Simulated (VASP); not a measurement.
# Bi in VASP: notebook

The runs below take Bi through single point, with PBE.

Program: VASP 6.6.1. These are calculated values, not measurements. Logs are shortened: lines on timing, memory, paths and dates and some standing lists are left out, and cuts for length are marked.

### 1 The cell of the first run

It takes space group I4/mmm (No. 139, tetragonal). Conventional cell: a = 8.373 Å, b = 8.373 Å, c = 3.071 Å, α = 90.00°, β = 90.00°, γ = 90.00°. Within 4.0 Å of Bi (site symmetry 4/mmm) lie 2 Bi at 3.07 Å.

### 2 Single point, PBE (strained)

Contents of INCAR:

```
PREC     = Accurate       # precision mode
ENCUT    = 520            # plane-wave cutoff, eV
EDIFF    = 1E-7           # SCF threshold, eV
ISMEAR   = 0              # smearing method
SIGMA    = 0.1            # smearing width, eV
LREAL    = False          # projectors in reciprocal space
LASPH    = True           # aspherical terms in the spheres
NELM     = 60             # most SCF steps
ALGO     = Fast           # electronic algorithm
ISIF     = 2              # what is computed and relaxed
LWAVE    = False          # write WAVECAR
LCHARG   = False          # write CHGCAR
GGA      = PE             # functional
NBANDS   = 14             # bands
```

Contents of KPOINTS:

```
Automatic mesh
0
Gamma
  16 16 16
```

Contents of POSCAR:

```
Bi
1.0
   -4.1864246254      4.1864246254      1.5354386468
    4.1864246254     -4.1864246254      1.5354386468
    4.1864246254      4.1864246254     -1.5354386468
Bi
1
Direct
    0.0000000000      0.0000000000      0.0000000000
```

Potentials or basis: VASP PAW PBE potentials, release 64 (Bi_d).

Launch:

```
> cat potpaw_PBE.64/Bi_d/POTCAR > POTCAR
> mpirun -np 1 vasp_std > vasp.out
```

OUTCAR:

```text
PREC = Accurate
   ENCUT = 520
   EDIFF = 1E-7
   ISMEAR = 0
   LREAL = False
   LASPH = True
   NELM = 60
   ISIF = 2
   GGA = PE

 ion  position               nearest neighbor table
   1  0.000  0.000  0.000-

  LATTYP: Found a body centered tetragonal cell.
 ALAT       =     8.3728492508
 C/A-ratio  =     0.3667661033

  Lattice vectors:

 A1 = (  -4.1864246254,   4.1864246254,   1.5354386468)
 A2 = (   4.1864246254,  -4.1864246254,   1.5354386468)
 A3 = (   4.1864246254,   4.1864246254,  -1.5354386468)

Analysis of symmetry for initial positions (statically):
=====================================================================
 Subroutine PRICEL returns:
 Original cell was already a primitive cell.

 Routine SETGRP: Setting up the symmetry group for a
 body centered tetragonal supercell.

 Subroutine GETGRP returns: Found 16 space group operations
 (whereof 16 operations were pure point group operations)
 out of a pool of 16 trial point group operations.

The static configuration has the point symmetry D_4h.

Analysis of symmetry for dynamics (positions and initial velocities):
=====================================================================
 Subroutine PRICEL returns:
 Original cell was already a primitive cell.

 Routine SETGRP: Setting up the symmetry group for a
 body centered tetragonal supercell.

 Subroutine GETGRP returns: Found 16 space group operations
 (whereof 16 operations were pure point group operations)
 out of a pool of 16 trial point group operations.

The dynamic configuration has the point symmetry D_4h.

 Subroutine INISYM returns: Found 16 space group operations
 (whereof 16 operations are pure point group operations),
 and found     1 'primitive' translations

----------------------------------------------------------------------------------------

                                     Primitive cell

  volume of cell :     107.6413

  direct lattice vectors                    reciprocal lattice vectors
    -4.186424625  4.186424625  1.535438647     0.000000000  0.119433656  0.325639843
     4.186424625 -4.186424625  1.535438647     0.119433656  0.000000000  0.325639843
     4.186424625  4.186424625 -1.535438647     0.119433656  0.119433656  0.000000000

  length of vectors
     6.116361183  6.116361183  6.116361183     0.346851129  0.346851129  0.168904697

  position of ions in fractional coordinates (direct lattice)
     0.000000000  0.000000000  0.000000000

  ion indices of the primitive-cell ions
   primitive index   ion index
[... 83 lines left out ...]
   PSTRESS=    0.0 pullay stress
   NELECT =      15.0000    total number of electrons
   NUPDOWN=      -1.0000    fix difference up-down
   EMIN   =  10.00;   EMAX   =-10.00  energy-range for DOS
   EFERMI =   0.00;   METHOD = LEGACY
   ISMEAR =     0;   SIGMA  =   0.10  broadening in eV -4-tet -1-fermi 0-gaus
   EFERMI_NEDOS =   21; number of points for ismear=-14 and -15
   IALGO  =     68    algorithm
   IMIX   =      4    mixing-type and parameters
     AMIX     =   0.40;   BMIX     =  1.00
     AMIX_MAG =   1.60;   BMIX_MAG =  1.00
  volume/ion in A,a.u.               =     107.64       726.40
  Fermi-wavevector in a.u.,A,eV,Ry     =   0.848748  1.603902  9.801279  0.720374
  Thomas-Fermi vector in A             =   1.964461
   LORBIT       =      0    0 simple, 1 ext, 2 COOP (PROOUT), +10 PAW based schemes
   GGA     = PE    functional components
   LHFCALC =     F    Hartree Fock is set to
   AEXX    =    0.0000 exact exchange contribution
   IVDW    =     0    specifies the selected vdW correction
   LEPSILON=     F    determine dielectric tensor
   LRPA    =     F    only Hartree local field effects (RPA)
 non-spin polarized calculation
 RMM-DIIS sequential band-by-band and
 Gauss-broadening in eV      SIGMA  =   0.10
  energy-cutoff  :      520.00
  volume of cell :      107.64
 maximum number of plane-waves:      2925
 NGX is ok and might be reduce to    48
   NGX = 23   NGY = 23   NGZ = 23

 number of electron      14.9999997 magnetization

 Free energy of the ion-electron system (eV)
  ---------------------------------------------------
  ext. energy  EPLUGINS =         0.00000000
  ---------------------------------------------------
  free energy    TOTEN  =        -2.70548863 eV

  energy without entropy =       -2.70050454  energy(sigma->0) =       -2.70299658

 E-fermi :  -1.1569     XC(G=0):  -4.8637

 val. band max:       -1.1703650202   @ k =   0.1875   0.0625   0.0000
 cond. band min:      -1.1561761007   @ k =   0.2500   0.0000   0.0000
 fundamental gap:      0.0141889194
 Fermi energy:        -1.1569075254

 k-point     1 :       0.0000    0.0000    0.0000
  band No.  band energies     occupation
      1     -23.8623      2.00000
      2     -23.6539      2.00000
      3     -23.6538      2.00000
      4     -23.5197      2.00000
      5     -23.5197      2.00000
      6     -12.3020      2.00000
      7      -2.0855      2.00000
      8      -2.0855      2.00000
      9       1.7563      0.00000
     10       3.6403      0.00000
     11       5.7958      0.00000
     12       6.4118      0.00000
     13       6.9888      0.00000
     14       6.9888      0.00000
[... 377 lines left out ...]
      1     -23.8623      2.00000
      2     -23.6538      2.00000
      3     -23.6538      2.00000
      4     -23.5197      2.00000
      5     -23.5197      2.00000
      6     -12.3016      2.00000
      7      -2.1056      2.00000
      8      -2.0839      2.00000
      9       1.7975      0.00000
     10       3.6675      0.00000
     11       5.7951      0.00000
     12       6.2042      0.00000
     13       6.8104      0.00000
     14       7.2397      0.00000

 [... further k-points ...]

------------------------ aborting loop because EDIFF is reached ----------------------------------------

  FORCE on cell =-STRESS in cart. coord.  units (eV):
  Direction    XX          YY          ZZ          XY          YZ          ZX
  --------------------------------------------------------------------------------------
  -------------------------------------------------------------------------------------
  Total       -0.0925679     -0.0925679     -2.6734889      0.0000000      0.0000000      0.0000000
  in kB       -1.3778187     -1.3778187    -39.7933002      0.0000000      0.0000000      0.0000000
  external PRESSURE =     -14.1829792 kB  Pullay stress =       0.0000000 kB

 VOLUME and BASIS-vectors are now :
 -----------------------------------------------------------------------------
  energy-cutoff  :      520.00
  volume of cell :      107.64
      direct lattice vectors                 reciprocal lattice vectors
    -4.186424625  4.186424625  1.535438647     0.000000000  0.119433656  0.325639843
     4.186424625 -4.186424625  1.535438647     0.119433656  0.000000000  0.325639843
     4.186424625  4.186424625 -1.535438647     0.119433656  0.119433656  0.000000000

 POSITION                                       TOTAL-FORCE (eV/Angst)
 -----------------------------------------------------------------------------------
      0.00000      0.00000      0.00000         0.000000      0.000000     -0.000000
 -----------------------------------------------------------------------------------
    total drift:                               -0.000000     -0.000000     -0.000000

  FREE ENERGIE OF THE ION-ELECTRON SYSTEM (eV)
  ---------------------------------------------------
  free  energy   TOTEN  =        -2.7054886252 eV

  energy  without entropy=       -2.7005045401  energy(sigma->0) =       -2.70299658
```

Wall time 17 min (1 thread of Oxide Virtual Turin-like, shared host); peak memory 0.63 GiB.

What came out:

- Free energy: -2.7055 eV
- Pressure: -1.4 GPa
- Band gap on the k mesh: zero (an odd number of electrons rules out a gap without spin polarisation)

Stress tensor (GPa, compression positive):
```
-0.14  0.00  0.00
 0.00 -0.14  0.00
 0.00  0.00 -3.98
```

Caveat: the cell differs from its parent crystal (strained); spin-orbit coupling is left out, which moves the levels of the heavy elements.

### 3 Single point, PBE (strained)

Contents of INCAR:

```
SYSTEM = Bi
PREC = Accurate
ENCUT = 520
EDIFF = 1E-7
ISMEAR = 0
SIGMA = 0.1
LREAL = .False.
LASPH = .True.
NELM = 80
ALGO = Fast
ISIF = 2
LWAVE = .False.
LCHARG = .True.
GGA = PE
LELF = .True.
LVHAR = .True.
NBANDS = 14
```

Contents of KPOINTS:

```
regular mesh
0
Gamma
  14 14 14
  0 0 0
```

Contents of POSCAR:

```
Bi
1.0
   -4.5053100272      4.5053100272      1.4948964631
    4.5053100272     -4.5053100272      1.4948964631
    4.3350107472      4.3350107472     -1.4948964631
Bi
1
Direct
    0.0000000000      0.0000000000      0.0000000000
```

Potentials or basis: VASP PAW PBE potentials, release 64 (Bi_d).

Launch:

```
> cat potpaw_PBE.64/Bi_d/POTCAR > POTCAR
> mpirun -np 1 vasp_std > vasp.out
```

Wall time 30 min (1 thread of Oxide Virtual Turin-like, shared host); peak memory 0.78 GiB.

Results (log left out):

```yaml
Free_energy: -2.7221 eV
Pressure: -1.2 GPa
Band_gap_on_the_k_mesh: zero (an odd number of electrons rules out a gap without spin polarisation)
```

Stress tensor (GPa, compression positive):
```
-0.14 -0.02  0.00
-0.02 -0.14  0.00
 0.00  0.00 -3.33
```

Levels at points of the mesh, in eV from the Fermi level:
```
           k point  band 5  band 6  band 7  band 8  band 9  band 10  band 11  band 12
(0.00, 0.00, 0.00)  -22.57  -11.51   -1.27   -1.23    2.85     4.64     6.99     7.45
(0.50, 0.00, 0.00)  -22.44   -8.54   -3.54    1.51    1.52     5.84     6.02     7.83
(0.50, 0.50, 0.00)  -22.57  -11.51   -1.52   -1.20    3.80     4.86     5.82     7.07
(0.00, 0.00, 0.50)  -22.57  -11.51   -1.55   -1.24    3.87     4.95     5.59     7.44
(0.50, 0.50, 0.50)  -22.57  -11.50   -1.51   -1.47    3.99     6.15     6.31     6.54
```

Caveat: the cell differs from its parent crystal (strained); spin-orbit coupling is left out, which moves the levels of the heavy elements.
